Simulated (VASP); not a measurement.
# NaH (Fm-3m) in VASP: a series of runs, part 2 of 2

VASP 6.6.1. Earlier steps stand in the parts before.

## Step 3: Relaxation of cell and atoms, PBEsol

The input, INCAR:

```
SYSTEM = NaH
PREC = Accurate
ENCUT = 500
EDIFF = 1E-7
ISMEAR = 0
SIGMA = 0.01
LREAL = .FALSE.
LASPH = .TRUE.
NELM = 120
ALGO = Normal
ISIF = 3
LWAVE = .FALSE.
LCHARG = .FALSE.
GGA = PS
IBRION = 2
NSW = 80
EDIFFG = -0.001
GGA_COMPAT = .FALSE.
NELMIN = 4
```

The input, KPOINTS:

```
Automatic mesh
0
G
  8 8 8
  0 0 0
```

The input, POSCAR:

```
NaH
1.0
    0.0000000000      2.3956887629      2.3956887629
    2.3956887629      0.0000000000      2.3956887629
    2.3956887629      2.3956887629      0.0000000000
Na H
1 1
Direct
    0.0000000000      0.0000000000      0.0000000000
    0.5000000000      0.5000000000      0.5000000000
```

Potentials or basis: VASP PAW PBE potentials, release 64 (Na_pv, H).

Started as:

```bash
$ cat potpaw_PBE.64/Na_pv/POTCAR potpaw_PBE.64/H/POTCAR > POTCAR
$ mpirun -np 1 vasp_std > vasp.out
```

OUTCAR:

```text
SYSTEM = NaH
   PREC = Accurate
   ENCUT = 500
   EDIFF = 1E-7
   ISMEAR = 0
   LREAL = .FALSE.
   LASPH = .TRUE.
   NELM = 120
   ISIF = 3
   GGA = PS
   IBRION = 2
   NSW = 80
   EDIFFG = -0.001
   NELMIN = 4

 ion  position               nearest neighbor table
   1  0.000  0.000  0.000-
   2  0.500  0.500  0.500-

  LATTYP: Found a face centered cubic cell.
 ALAT       =     4.7913775258

  Lattice vectors:

 A1 = (   0.0000000000,   2.3956887629,   2.3956887629)
 A2 = (   2.3956887629,   0.0000000000,   2.3956887629)
 A3 = (   2.3956887629,   2.3956887629,   0.0000000000)

Analysis of symmetry for initial positions (statically):
=====================================================================
 Subroutine PRICEL returns:
 Original cell was already a primitive cell.

 Routine SETGRP: Setting up the symmetry group for a
 face centered cubic supercell.

 Subroutine GETGRP returns: Found 48 space group operations
 (whereof 48 operations were pure point group operations)
 out of a pool of 48 trial point group operations.

The static configuration has the point symmetry O_h .

Analysis of symmetry for dynamics (positions and initial velocities):
=====================================================================
 Subroutine PRICEL returns:
 Original cell was already a primitive cell.

 Routine SETGRP: Setting up the symmetry group for a
 face centered cubic supercell.

 Subroutine GETGRP returns: Found 48 space group operations
 (whereof 48 operations were pure point group operations)
 out of a pool of 48 trial point group operations.

The dynamic configuration has the point symmetry O_h .

 Subroutine INISYM returns: Found 48 space group operations
 (whereof 48 operations are pure point group operations),
 and found     1 'primitive' translations

[... 128 lines left out ...]
  energy-cutoff  :      500.00
  volume of cell :       27.50
 maximum number of plane-waves:       725
 NGX is ok and might be reduce to    28
   NGX = 13   NGY = 13   NGZ = 13

--------------------------------------- Ionic step        1  -------------------------------------------

 number of electron       7.9999992 magnetization

 Free energy of the ion-electron system (eV)
  ---------------------------------------------------
  ext. energy  EPLUGINS =         0.00000000
  ---------------------------------------------------
  free energy    TOTEN  =        -5.08582516 eV

  energy without entropy =       -5.08582516  energy(sigma->0) =       -5.08582516

------------------------ aborting loop because EDIFF is reached ----------------------------------------

  FORCE on cell =-STRESS in cart. coord.  units (eV):
  Direction    XX          YY          ZZ          XY          YZ          ZX
  --------------------------------------------------------------------------------------
  -------------------------------------------------------------------------------------
  Total       -0.0064839     -0.0064839     -0.0064839      0.0000000      0.0000000     -0.0000000
  in kB       -0.3777692     -0.3777692     -0.3777692      0.0000000      0.0000000     -0.0000000
  external PRESSURE =      -0.3777692 kB  Pullay stress =       0.0000000 kB
[... 59 lines left out ...]
--------------------------------------- Ionic step        3  -------------------------------------------

 number of electron       7.9999992 magnetization

 Free energy of the ion-electron system (eV)
  ---------------------------------------------------
  ext. energy  EPLUGINS =         0.00000000
  ---------------------------------------------------
  free energy    TOTEN  =        -5.08582961 eV

  energy without entropy =       -5.08582961  energy(sigma->0) =       -5.08582961

 E-fermi :  -0.8810     XC(G=0):  -7.9814

 val. band max:       -1.0072747402   @ k =  -0.2500   0.5000   0.2500
 cond. band min:       2.5981456035   @ k =   0.5000   0.0000   0.0000
 fundamental gap:      3.6054203438
 Fermi energy:        -0.8810101590

 k-point     1 :       0.0000    0.0000    0.0000
  band No.  band energies     occupation
      1     -22.9616      2.00000
      2     -22.9616      2.00000
      3     -22.9616      2.00000
      4      -4.8087      2.00000
      5       9.6425      0.00000
      6      14.5871      0.00000
      7      14.5871      0.00000
      8      14.5871      0.00000
[... 243 lines left out ...]
 k-point    24 :      -0.3750    0.2500    0.1250
  band No.  band energies     occupation
      1     -23.0511      2.00000
      2     -23.0004      2.00000
      3     -22.9826      2.00000
      4      -1.5248      2.00000
      5       3.3910      0.00000
      6       6.7223      0.00000
      7      10.0185      0.00000
      8      14.0209      0.00000

 [... further k-points ...]

------------------------ aborting loop because EDIFF is reached ----------------------------------------

  FORCE on cell =-STRESS in cart. coord.  units (eV):
  Direction    XX          YY          ZZ          XY          YZ          ZX
  --------------------------------------------------------------------------------------
  -------------------------------------------------------------------------------------
  Total       -0.0009346     -0.0009346     -0.0009346      0.0000000      0.0000000     -0.0000000
  in kB       -0.0545058     -0.0545058     -0.0545058      0.0000000      0.0000000     -0.0000000
  external PRESSURE =      -0.0545058 kB  Pullay stress =       0.0000000 kB
[... 17 lines left out ...]
  FREE ENERGIE OF THE ION-ELECTRON SYSTEM (eV)
  ---------------------------------------------------
  free  energy   TOTEN  =        -5.0858296105 eV

  energy  without entropy=       -5.0858296105  energy(sigma->0) =       -5.08582961

 reached required accuracy - stopping structural energy minimisation
```

OSZICAR:

```text
N       E                     dE             d eps       ncg     rms          rms(c)
DAV:   1     0.155231090914E+02    0.15523E+02   -0.46740E+03   464   0.999E+02
DAV:   2    -0.503953003942E+01   -0.20563E+02   -0.20453E+02   488   0.126E+02
DAV:   3    -0.546219744739E+01   -0.42267E+00   -0.42267E+00   600   0.243E+01
[... 19 lines left out ...]
DAV:   1    -0.508584155772E+01   -0.13769E-04   -0.40474E-04   464   0.433E-01    0.241E-02
DAV:   2    -0.508583418475E+01    0.73730E-05   -0.10249E-05   464   0.697E-02    0.123E-02
DAV:   3    -0.508583014012E+01    0.40446E-05   -0.51464E-06   464   0.472E-02    0.118E-03
DAV:   4    -0.508582962932E+01    0.51080E-06   -0.17965E-07   232   0.968E-03    0.170E-04
DAV:   5    -0.508582961052E+01    0.18796E-07   -0.95254E-09   232   0.161E-03
   3 F= -.50858296E+01 E0= -.50858296E+01  d E =-.445218E-05
```

It took 27 s on 1 thread of Intel Xeon 8259CL, shared host; peak memory 0.14 GiB.

What came out:

```
Free energy                           : -5.0858 eV
Relaxed volume                        : 13.74 Å³/atom
Relaxed cell                          : a = 3.387 Å, b = 3.387 Å, c = 3.387 Å, α = 60.00°, β = 60.00°, γ = 60.00°
Space group after relaxing (to 0.1 Å) : Fm-3m (No. 225)
Energy gained by relaxing             : 0.0 meV/atom
Ionic steps                           : 3
Pressure after relaxing               : 0.0 GPa
Band gap on the k mesh                : 3.61 eV (least direct gap 4.52 eV)
```

Final structure:
```
CELL_PARAMETERS angstrom
0.00000 2.39487 2.39487
2.39487 0.00000 2.39487
2.39487 2.39487 0.00000
ATOMIC_POSITIONS crystal
Na 0.00000 0.00000 0.00000
H 0.50000 0.50000 0.50000
```

Levels at points of the mesh, in eV from the valence-band top:
| k point | band 1 | band 2 | band 3 | band 4 | band 5 | band 6 | band 7 | band 8 |
| --- | --- | --- | --- | --- | --- | --- | --- | --- |
| (0.00, 0.00, 0.00) | -21.95 | -21.95 | -21.95 | -3.80 | 10.65 | 15.59 | 15.59 | 15.59 |
| (0.50, 0.00, 0.00) | -22.06 | -21.97 | -21.97 | -0.91 | 3.61 | 10.81 | 13.39 | 13.39 |
| (0.50, 0.50, 0.00) | -22.05 | -21.99 | -21.99 | -0.19 | 4.46 | 9.87 | 10.66 | 10.66 |

Caveat: the PAW data sets were made with another functional, which shifts forces and pressure a little. A k mesh can miss the band edges.
